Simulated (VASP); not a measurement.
Wanted: the native input for a VASP 6.6.1 run.

```yaml
Task: single point
Functional: revPBE
Potentials_or_basis: VASP PAW PBE potentials, release 64 (Na_pv)
Cutoff: 520 eV
k_mesh: 17 × 17 × 17
Occupations: fermi-dirac, width 0.1 eV
Spin: no spin polarisation
Dipole_correction: no
Further_INCAR_settings: ALGO = Normal; EDIFF = 1e-06; NBANDS = 10
```

The structure of Na lies in POSCAR:

```
Na
1.0
   -2.0829531698      2.0829531698      2.0829531698
    2.0829531698     -2.0829531698      2.0829531698
    2.0829531698      2.0829531698     -2.0829531698
Na
1
Direct
    0.0000000000      0.0000000000      0.0000000000
```

One way to write it, as run:

INCAR

```
SYSTEM = Na
  PREC = Accurate
  ENCUT = 520
  EDIFF = 1E-6
  ISMEAR = -1
  SIGMA = 0.1
  LREAL = .False.
  LASPH = .True.
  NELM = 100
  ALGO = Normal
  ISIF = 2
  LWAVE = .False.
  LCHARG = .False.
  GGA = RE
  NBANDS = 10
```

KPOINTS

```
Automatic mesh
0
Gamma
  17 17 17
  0 0 0
```

Potentials or basis: VASP PAW PBE potentials, release 64 (Na_pv).

Command:

```sh
$ cat potpaw_PBE.64/Na_pv/POTCAR > POTCAR
$ mpirun -np 1 vasp_std > vasp.out
```

Results of the run:

The pressure is 0.7 GPa and the band gap on the k mesh is zero (an odd number of electrons rules out a gap without spin polarisation).

Caveat: the PAW data sets were made with another functional, which shifts forces and pressure a little.

It took 16 s on 1 thread of Intel(R) Xeon(R) 6975P-C (Granite Rapids) (shared host), peak memory 0.18 GiB.
